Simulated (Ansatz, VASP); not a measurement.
**W in VASP and in Ansatz**

```
W
1.0
     0.00000    1.98627    1.98627
     1.98627    0.00000    1.98627
     1.98627    1.98627    0.00000
W
1
Direct
  0.00000 0.00000 0.00000
```

Alike in both runs: functional LDA; k mesh 18 × 18 × 18; occupations gaussian, width 0.1 eV; no spin polarisation.

Ansatz relaxed the structure, and its values are those at the end. VASP's run is a single point on that final structure, the one shown.

```csv
,VASP,Ansatz
version,VASP 6.6.1,Ansatz 0.2.0
potentials or method,"VASP PAW LDA potentials, release 64 (W_sv), cutoff 520 eV","scalar-relativistic, plane waves, PAW"
valence electrons in the cell,14,14
```

Ansatz gave:

| Item | Value |
| --- | --- |
| gap on the k mesh at the Fermi level (eV) | none |
| pressure (GPa) | 0.0 |

Q: What did VASP give for the same quantities?

A: gap on the k mesh at the Fermi level (eV): none; pressure (GPa): 1.9.

LDA's correlation is that of Perdew and Zunger in VASP and of Perdew and Wang (1992) in Ansatz. A gap of «none» marks a metal or a gap that the smearing closes.

Neither program's run includes spin-orbit coupling.
